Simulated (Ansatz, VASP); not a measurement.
# Two plane-wave programs on CO2

```
C O
1.0
     2.58773   -2.32256    0.00000
     2.58773    2.32256    0.00000
     0.00000    0.00000    6.33871
C O
2 4
Direct
  0.00000 0.00000 0.00000
  0.50000 0.50000 0.50000
  0.79787 0.20213 0.88261
  0.20213 0.79787 0.11739
  0.70213 0.29787 0.38261
  0.29787 0.70213 0.61739
```

Alike in both runs: task single point; functional PBE; k mesh 6 × 6 × 4; occupations gaussian, width 0.02 eV; no spin polarisation.

|  | VASP | Ansatz |
| --- | --- | --- |
| version | VASP 6.6.1 | Ansatz 0.2.0 |
| potentials or method | VASP PAW PBE potentials, release 64 (C, O), cutoff 520 eV | scalar-relativistic, plane waves, PAW |
| valence electrons in the cell | 32 | 32 |

|  | VASP | Ansatz | Ansatz less VASP |
| --- | --- | --- | --- |
| gap on the k mesh at the Fermi level (eV) | 6.33 | 6.36 | +0.031 |
| least direct gap on the mesh (eV) | 6.94 | 6.97 | +0.034 |
| pressure (GPa) | -4.1 | -5.6 | -1.42 |
| traceless stress, the component that is largest in VASP (GPa) | 7.59 | 9.28 | +1.684 |
| rms of the force components (eV/Å) | 1.142 | 1.384 | +0.2420 |

Atom by atom the forces differ by 0.242 eV/Å (rms over components). With one functional, cell and mesh, what is left measures potentials, basis and numerics.

Noted on VASP's run: the standard files for N, O and F lose accuracy on very short bonds.
